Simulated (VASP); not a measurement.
# WS2 (pbesol) (P6_3/mmc) in VASP: further runs

WS2 (pbesol) is run at these levels: PBEsol; tasks: single point.

All numbers are computed with VASP 6.6.1; they aren't measurements. Logs are shortened: lines on timing, memory, paths and dates and some standing lists are left out, and cuts for length are marked.

### 1 The cell of the first run

Symmetry: P6_3/mmc, No. 194, hexagonal system. The conventional cell has a = 3.146 Å, b = 3.146 Å, c = 12.694 Å, α = 90.00°, β = 90.00°, γ = 120.00°. Within 3.2 Å of W (site symmetry -6m2) lie 6 S at 2.40 Å and 6 W at 3.15 Å. S (site symmetry 3m) has 3 W at 2.40 Å and 7 S at 3.14 to 3.15 Å within 3.2 Å.

### 2 Single point, PBEsol

Input file INCAR:

```
SYSTEM = WS2
PREC     = Accurate       ! precision mode
ENCUT    = 520            ! plane-wave cutoff, eV
EDIFF    = 1E-7           ! SCF threshold, eV
ISMEAR   = 0              ! smearing method
SIGMA    = 0.02           ! smearing width, eV
LREAL    = .FALSE.        ! projectors in reciprocal space
LASPH    = .TRUE.         ! aspherical terms in the spheres
NELM     = 100            ! most SCF steps
ALGO     = Normal         ! electronic algorithm
ISIF     = 2              ! what is computed and relaxed
LWAVE    = .FALSE.        ! write WAVECAR
LCHARG   = .FALSE.        ! write CHGCAR
GGA      = PS             ! functional
NBANDS   = 35             ! bands
```

Input file KPOINTS:

```
regular mesh
0
G
  12 12 4
  0 0 0
```

Input file POSCAR:

```
WS2
1.0
    3.1461651968      0.0000000000      0.0000000000
   -1.5730825984      2.7246589849      0.0000000000
    0.0000000000      0.0000000000     12.6940478579
W S
2 4
Direct
    0.3333333333      0.6666666667      0.2500000000
    0.6666666667      0.3333333333      0.7500000000
    0.3333333333      0.6666666667      0.6265055907
    0.6666666667      0.3333333333      0.1265055907
    0.3333333333      0.6666666667      0.8734944093
    0.6666666667      0.3333333333      0.3734944093
```

Potentials or basis: VASP PAW PBE potentials, release 64 (W_sv, S).

Started as:

```bash
> cat potpaw_PBE.64/W_sv/POTCAR potpaw_PBE.64/S/POTCAR > POTCAR
> mpirun -np 1 vasp_std > vasp.out
```

OUTCAR:

```text
SYSTEM = WS2
   PREC = Accurate
   ENCUT = 520
   EDIFF = 1E-7
   ISMEAR = 0
   LREAL = .FALSE.
   LASPH = .TRUE.
   NELM = 100
   ISIF = 2
   GGA = PS

 ion  position               nearest neighbor table
   1  0.333  0.667  0.250-   4 2.40   6 2.40   4 2.40   6 2.40   4 2.40   6 2.40
   2  0.667  0.333  0.750-   3 2.40   5 2.40   3 2.40   5 2.40   3 2.40   5 2.40
   3  0.333  0.667  0.627-   2 2.40   2 2.40   2 2.40
   4  0.667  0.333  0.127-   1 2.40   1 2.40   1 2.40
   5  0.333  0.667  0.873-   2 2.40   2 2.40   2 2.40
   6  0.667  0.333  0.373-   1 2.40   1 2.40   1 2.40

  LATTYP: Found a hexagonal cell.
 ALAT       =     3.1461651968
 C/A-ratio  =     4.0347683811

  Lattice vectors:

 A1 = (   3.1461651968,   0.0000000000,   0.0000000000)
 A2 = (  -1.5730825984,   2.7246589849,   0.0000000000)
 A3 = (   0.0000000000,   0.0000000000,  12.6940478579)

Analysis of symmetry for initial positions (statically):
=====================================================================
 Subroutine PRICEL returns:
 Original cell was already a primitive cell.

 Routine SETGRP: Setting up the symmetry group for a
 hexagonal supercell.

 Subroutine GETGRP returns: Found 24 space group operations
 (whereof 12 operations were pure point group operations)
 out of a pool of 24 trial point group operations.

The static configuration has the point symmetry D_3d.
 The point group associated with its full space group is D_6h.

Analysis of symmetry for dynamics (positions and initial velocities):
=====================================================================
 Subroutine PRICEL returns:
 Original cell was already a primitive cell.

 Routine SETGRP: Setting up the symmetry group for a
 hexagonal supercell.

 Subroutine GETGRP returns: Found 24 space group operations
 (whereof 12 operations were pure point group operations)
 out of a pool of 24 trial point group operations.

The dynamic configuration has the point symmetry D_3d.
 The point group associated with its full space group is D_6h.

 Subroutine INISYM returns: Found 24 space group operations
 (whereof 12 operations are pure point group operations),
 and found     1 'primitive' translations

----------------------------------------------------------------------------------------

                                     Primitive cell

  volume of cell :     108.8163

  direct lattice vectors                    reciprocal lattice vectors
     3.146165197  0.000000000  0.000000000     0.317847264  0.183509203  0.000000000
    -1.573082598  2.724658985  0.000000000     0.000000000  0.367018407  0.000000000
     0.000000000  0.000000000 12.694047858     0.000000000  0.000000000  0.078777078

  length of vectors
     3.146165197  3.146165197 12.694047858     0.367018407  0.367018407  0.078777078

  position of ions in fractional coordinates (direct lattice)
     0.333333333  0.666666667  0.250000000
     0.666666667  0.333333333  0.750000000
     0.333333333  0.666666667  0.626505591
     0.666666667  0.333333333  0.126505591
     0.333333333  0.666666667  0.873494409
     0.666666667  0.333333333  0.373494409

  ion indices of the primitive-cell ions
   primitive index   ion index
                 1           1
                 2           2
                 3           3
                 4           4
                 5           5
                 6           6

----------------------------------------------------------------------------------------

 KPOINTS: regular mesh

Automatic generation of k-mesh.
 Grid dimensions read from file:
 generate k-points for:   12   12    4

 Generating k-lattice:

  Cartesian coordinates                     Fractional coordinates (reciprocal lattice)
     0.026487272  0.015292434  0.000000000     0.083333333  0.000000000  0.000000000
     0.000000000  0.030584867  0.000000000     0.000000000  0.083333333  0.000000000
     0.000000000  0.000000000  0.019694270     0.000000000  0.000000000  0.250000000

  Length of vectors
     0.030584867  0.030584867  0.019694270

  Shift w.r.t. Gamma in fractional coordinates (k-lattice)
     0.000000000  0.000000000  0.000000000

 Subroutine IBZKPT returns following result:
 ===========================================

 Found     57 irreducible k-points:

 Following reciprocal coordinates:
            Coordinates               Weight
  0.000000  0.000000  0.000000      1.000000
  0.083333  0.000000  0.000000      6.000000
  0.166667 -0.000000  0.000000      6.000000
  0.250000 -0.000000  0.000000      6.000000
  0.333333  0.000000  0.000000      6.000000
  0.416667  0.000000  0.000000      6.000000
[... 16 lines left out ...]
  0.250000 -0.000000  0.250000     12.000000
  0.333333  0.000000  0.250000     12.000000
 [... further k-points ...]
   k-points           NKPTS =     57   k-points in BZ     NKDIM =     57   number of bands    NBANDS=     35
   number of dos      NEDOS =    301   number of ions     NIONS =      6
   total plane-waves  NPLWV =  55296
   dimension x,y,z NGX =    24 NGY =   24 NGZ =   96
   dimension x,y,z NGXF=    48 NGYF=   48 NGZF=  192
   ions per type =               2   4
   NGX,Y,Z   is equivalent  to a cutoff of  12.68, 12.68, 12.57 a.u.
   NGXF,Y,Z  is equivalent  to a cutoff of  25.36, 25.36, 25.15 a.u.
 SYSTEM =  WS2
   PREC   = accura    normal or accurate (medium, high low for compatibility)
   ISTART =      0    job   : 0-new  1-cont  2-samecut
   ICHARG =      2    charge: 1-file 2-atom 10-const
   ISPIN  =      1    spin polarized calculation?
   LNONCOLLINEAR =      F non collinear calculations
   LSORBIT =      F    spin-orbit coupling
   LASPH  =      T    aspherical Exc in radial PAW
   ENCUT  =  520.0 eV  38.22 Ry    6.18 a.u.   5.85  5.85 23.60*2*pi/ulx,y,z
   NELM   =    100;   NELMIN=  2; NELMDL= -5     # of ELM steps
   EDIFF  = 0.1E-06   stopping-criterion for ELM
   LREAL  =      F    real-space projection
   EDIFFG = 0.1E-05   stopping-criterion for IOM
   NSW    =      0    number of steps for IOM
   IBRION =     -1    ionic relax: 0-MD 1-quasi-New 2-CG
   NFREE  =      0    steps in history (QN), initial steepest desc. (CG)
   ISIF   =      2    stress and relaxation
   ISYM   =      2    0-nonsym 1-usesym 2-fastsym
   POTIM  = 0.5000    time-step for ionic-motion
   TEBEG  =    0.0;   TEEND  =   0.0 temperature during run
   PSTRESS=    0.0 pullay stress
   NELECT =      52.0000    total number of electrons
   NUPDOWN=      -1.0000    fix difference up-down
   EMIN   =  10.00;   EMAX   =-10.00  energy-range for DOS
   EFERMI =   0.00;   METHOD = LEGACY
   ISMEAR =     0;   SIGMA  =   0.02  broadening in eV -4-tet -1-fermi 0-gaus
   EFERMI_NEDOS =   21; number of points for ismear=-14 and -15
   IALGO  =     38    algorithm
   IMIX   =      4    mixing-type and parameters
     AMIX     =   0.40;   BMIX     =  1.00
     AMIX_MAG =   1.60;   BMIX_MAG =  1.00
  volume/ion in A,a.u.               =      18.14       122.39
  Fermi-wavevector in a.u.,A,eV,Ry     =   1.279906  2.418671 22.288505  1.638159
  Thomas-Fermi vector in A             =   2.412364
   LORBIT       =      0    0 simple, 1 ext, 2 COOP (PROOUT), +10 PAW based schemes
   GGA     = PS    functional components
   LHFCALC =     F    Hartree Fock is set to
   AEXX    =    0.0000 exact exchange contribution
   IVDW    =     0    specifies the selected vdW correction
   LEPSILON=     F    determine dielectric tensor
   LRPA    =     F    only Hartree local field effects (RPA)
 non-spin polarized calculation
 Gauss-broadening in eV      SIGMA  =   0.02
  energy-cutoff  :      520.00
  volume of cell :      108.82
 maximum number of plane-waves:      2958
 NGX is ok and might be reduce to    24
   NGX = 11   NGY = 11   NGZ = 47

 number of electron      51.9999990 magnetization

 Free energy of the ion-electron system (eV)
  ---------------------------------------------------
  ext. energy  EPLUGINS =         0.00000000
  ---------------------------------------------------
  free energy    TOTEN  =       -50.55410987 eV

  energy without entropy =      -50.55410987  energy(sigma->0) =      -50.55410987

 E-fermi :   7.1476     XC(G=0): -10.9429

 val. band max:        6.9674566967   @ k =   0.0000   0.0000   0.0000
 cond. band min:       8.0817680333   @ k =   0.1667   0.1667   0.0000
 fundamental gap:      1.1143113366
 Fermi energy:         7.1475979253

 k-point     1 :       0.0000    0.0000    0.0000
  band No.  band energies     occupation
      1     -67.4539      2.00000
      2     -67.4538      2.00000
      3     -31.7318      2.00000
      4     -31.7318      2.00000
      5     -31.5378      2.00000
      6     -31.5378      2.00000
[... 27 lines left out ...]
     34       9.6681      0.00000
     35      11.8224      0.00000

 k-point     2 :       0.0833    0.0000    0.0000
  band No.  band energies     occupation
      1     -67.4525      2.00000
      2     -67.4525      2.00000
      3     -31.7271      2.00000
      4     -31.7270      2.00000
      5     -31.5639      2.00000
      6     -31.5639      2.00000
[... 27 lines left out ...]
     34       9.6757      0.00000
     35      12.3761      0.00000

 k-point     3 :       0.1667   -0.0000    0.0000
  band No.  band energies     occupation
      1     -67.4488      2.00000
      2     -67.4488      2.00000
      3     -31.7141      2.00000
      4     -31.7141      2.00000
      5     -31.6347      2.00000
      6     -31.6347      2.00000
[... 27 lines left out ...]
     34      10.2131      0.00000
     35      13.4322      0.00000
[... 723 lines left out ...]
 k-point    23 :       0.2500   -0.0000    0.2500
  band No.  band energies     occupation
      1     -67.4438      2.00000
      2     -67.4438      2.00000
      3     -31.7300      2.00000
      4     -31.7300      2.00000
      5     -31.6964      2.00000
      6     -31.6964      2.00000
[... 27 lines left out ...]
     34      10.7489      0.00000
     35      13.7390      0.00000

 k-point    24 :       0.3333    0.0000    0.2500
  band No.  band energies     occupation
      1     -67.4389      2.00000
      2     -67.4388      2.00000
      3     -31.8238      2.00000
      4     -31.8238      2.00000
      5     -31.6787      2.00000
      6     -31.6786      2.00000
[... 27 lines left out ...]
     34      11.1454      0.00000
     35      12.9358      0.00000

 [... further k-points ...]

------------------------ aborting loop because EDIFF is reached ----------------------------------------

  FORCE on cell =-STRESS in cart. coord.  units (eV):
  Direction    XX          YY          ZZ          XY          YZ          ZX
  --------------------------------------------------------------------------------------
  -------------------------------------------------------------------------------------
  Total        0.0674854      0.0674854      0.0855066      0.0000000      0.0000000      0.0000000
  in kB        0.9936344      0.9936344      1.2589730      0.0000000      0.0000000      0.0000000
  external PRESSURE =       1.0820806 kB  Pullay stress =       0.0000000 kB

 VOLUME and BASIS-vectors are now :
 -----------------------------------------------------------------------------
  energy-cutoff  :      520.00
  volume of cell :      108.82
      direct lattice vectors                 reciprocal lattice vectors
     3.146165197  0.000000000  0.000000000     0.317847264  0.183509203  0.000000000
    -1.573082598  2.724658985  0.000000000     0.000000000  0.367018407  0.000000000
     0.000000000  0.000000000 12.694047858     0.000000000  0.000000000  0.078777078

 POSITION                                       TOTAL-FORCE (eV/Angst)
 -----------------------------------------------------------------------------------
     -0.00000      1.81644      3.17351        -0.000000      0.000000      0.000000
      1.57308      0.90822      9.52054         0.000000     -0.000000      0.000000
     -0.00000      1.81644      7.95289        -0.000000      0.000000     -0.019632
      1.57308      0.90822      1.60587         0.000000     -0.000000     -0.019632
     -0.00000      1.81644     11.08818        -0.000000      0.000000      0.019632
      1.57308      0.90822      4.74116         0.000000     -0.000000      0.019632
 -----------------------------------------------------------------------------------
    total drift:                               -0.000000      0.000000     -0.000000

  FREE ENERGIE OF THE ION-ELECTRON SYSTEM (eV)
  ---------------------------------------------------
  free  energy   TOTEN  =       -50.5541098686 eV

  energy  without entropy=      -50.5541098686  energy(sigma->0) =      -50.55410987
```

It took 3 min on 1 thread of Intel Xeon 6975P-C, shared host; peak memory 0.33 GiB.

Results:

* Free energy: -50.5541 eV
* Pressure: 0.1 GPa
* Largest force: 0.020 eV/Å
* Band gap on the k mesh: 1.11 eV, indirect (least direct gap 1.87 eV)

Forces in eV/Å, atoms in the order of the input:
```
W    0.000  0.000  0.000
W    0.000  0.000  0.000
S    0.000  0.000 -0.020
S    0.000  0.000 -0.020
S    0.000  0.000  0.020
S    0.000  0.000  0.020
```

Caveat: the PAW data sets were made with another functional, which shifts forces and pressure a little; spin-orbit coupling is left out, which moves the levels of the heavy elements; this functional lacks dispersion, which binds the layers, so the pressure and a relaxed spacing across them are unreliable.

### 3 Single point, PBEsol

Input file INCAR:

```
SYSTEM = WS2
  PREC = Accurate
  ENCUT = 500
  EDIFF = 1E-6
  ISMEAR = 0
  SIGMA = 0.02
  LREAL = .FALSE.
  LASPH = .TRUE.
  NELM = 120
  ALGO = Normal
  ISIF = 2
  LWAVE = .FALSE.
  LCHARG = .TRUE.
  GGA = PS
  LELF = .TRUE.
  LVHAR = .TRUE.
  NBANDS = 35
  GGA_COMPAT = .FALSE.
```

Input file KPOINTS:

```
Automatic mesh
0
G
  12 12 2
  0 0 0
```

POSCAR is that of step 2.

Potentials or basis: VASP PAW PBE potentials, release 64 (W_sv, S).

Started as:

```bash
> cat potpaw_PBE.64/W_sv/POTCAR potpaw_PBE.64/S/POTCAR > POTCAR
> mpirun -np 1 vasp_std > vasp.out
```

Run time: 2.8 min. Hardware: 1 thread of Intel Xeon 6975P-C, shared host; peak memory 0.28 GiB.

The run converged. Its results:

| Item | Value |
| --- | --- |
| Free energy | -50.5534 eV |
| Pressure | 0.1 GPa |
| Largest force | 0.019 eV/Å |
| Band gap on the k mesh | 1.11 eV, indirect (least direct gap 1.87 eV) |

Forces on the atoms (eV/Å):
```
W    0.000  0.000  0.000
W    0.000  0.000  0.000
S    0.000  0.000 -0.019
S    0.000  0.000 -0.019
S    0.000  0.000  0.019
S    0.000  0.000  0.019
```

Levels at points of the mesh, in eV from the valence-band top:
| k point | band 22 | band 23 | band 24 | band 25 | band 26 | band 27 | band 28 | band 29 | band 30 | band 31 |
| --- | --- | --- | --- | --- | --- | --- | --- | --- | --- | --- |
| (0.00, 0.00, 0.00) | -2.07 | -2.07 | -1.64 | -1.12 | 0.00 | 2.46 | 2.46 | 2.47 | 2.47 | 2.58 |
| (0.50, 0.00, 0.00) | -2.67 | -1.78 | -1.64 | -1.57 | -1.45 | 2.47 | 2.51 | 2.75 | 3.03 | 3.25 |
| (0.00, 0.00, 0.50) | -2.09 | -2.09 | -2.09 | -0.33 | -0.33 | 2.46 | 2.46 | 2.46 | 2.46 | 2.64 |
| (0.50, 0.00, 0.50) | -2.76 | -1.71 | -1.71 | -1.50 | -1.50 | 2.49 | 2.49 | 2.91 | 2.91 | 3.53 |

Caveat: the PAW data sets were made with another functional, which shifts forces and pressure a little; spin-orbit coupling is left out, which moves the levels of the heavy elements; this functional lacks dispersion, which binds the layers, so the pressure and a relaxed spacing across them are unreliable. A k mesh can miss the band edges.

### 4 Single point, PBEsol (volume scaled by 0.91, then relaxed in part)

Input file INCAR:

```
SYSTEM = WS2
PREC     = Accurate       ! precision mode
ENCUT    = 500            ! plane-wave cutoff, eV
EDIFF    = 1E-6           ! SCF threshold, eV
ISMEAR   = 0              ! smearing method
SIGMA    = 0.02           ! smearing width, eV
LREAL    = .False.        ! projectors in reciprocal space
LASPH    = .True.         ! aspherical terms in the spheres
NELM     = 120            ! most SCF steps
ALGO     = Normal         ! electronic algorithm
ISIF     = 2              ! what is computed and relaxed
LWAVE    = .False.        ! write WAVECAR
LCHARG   = .False.        ! write CHGCAR
GGA      = PS             ! functional
NBANDS   = 35             ! bands
GGA_COMPAT= .False.
```

Input file KPOINTS:

```
Automatic mesh
0
Gamma
  12 12 4
  0 0 0
```

Input file POSCAR:

```
WS2
1.0
    3.1133470082      0.0000000000      0.0000000000
   -1.5566735041      2.6962375999      0.0000000000
    0.0000000000      0.0000000000     11.7964005451
W S
2 4
Direct
    0.3333333333      0.6666666667      0.2500000000
    0.6666666667      0.3333333333      0.7500000000
    0.3333333333      0.6666666667      0.6166945949
    0.6666666667      0.3333333333      0.1166945949
    0.3333333333      0.6666666667      0.8833054051
    0.6666666667      0.3333333333      0.3833054051
```

Started as:

```bash
> cat potpaw_PBE.64/W_sv/POTCAR potpaw_PBE.64/S/POTCAR > POTCAR
> mpirun -np 1 vasp_std > vasp.out
```

It took 4.2 min on 1 thread of Intel Xeon 6975P-C, shared host; peak memory 0.31 GiB.

Results (log left out):

```
Free energy            : -50.4504 eV
Pressure               : 4.4 GPa
Largest force          : 0.015 eV/Å
Band gap on the k mesh : 0.69 eV, indirect (least direct gap 1.93 eV)
```

Forces in eV/Å, atoms in the order of the input:
```
W    0.000  0.000  0.000
W    0.000  0.000  0.000
S    0.000  0.000 -0.015
S    0.000  0.000 -0.015
S    0.000  0.000  0.015
S    0.000  0.000  0.015
```

Levels at points of the mesh, in eV from the valence-band top:
```csv
k point,band 23,band 24,band 25,band 26,band 27,band 28,band 29,band 30
"(0.00, 0.00, 0.00)",-2.25,-1.58,-1.28,0.00,2.24,2.24,2.26,2.26
"(0.50, 0.00, 0.00)",-2.12,-1.99,-1.75,-1.70,2.34,2.41,2.46,2.97
"(0.00, 0.00, 0.50)",-2.30,-2.30,-0.31,-0.31,2.23,2.23,2.23,2.23
"(0.50, 0.00, 0.50)",-1.94,-1.94,-1.81,-1.81,2.37,2.37,2.76,2.76
```

Caveat: the PAW data sets were made with another functional, which shifts forces and pressure a little; spin-orbit coupling is left out, which moves the levels of the heavy elements. A k mesh can miss the band edges.

[end of part 1 of 2]
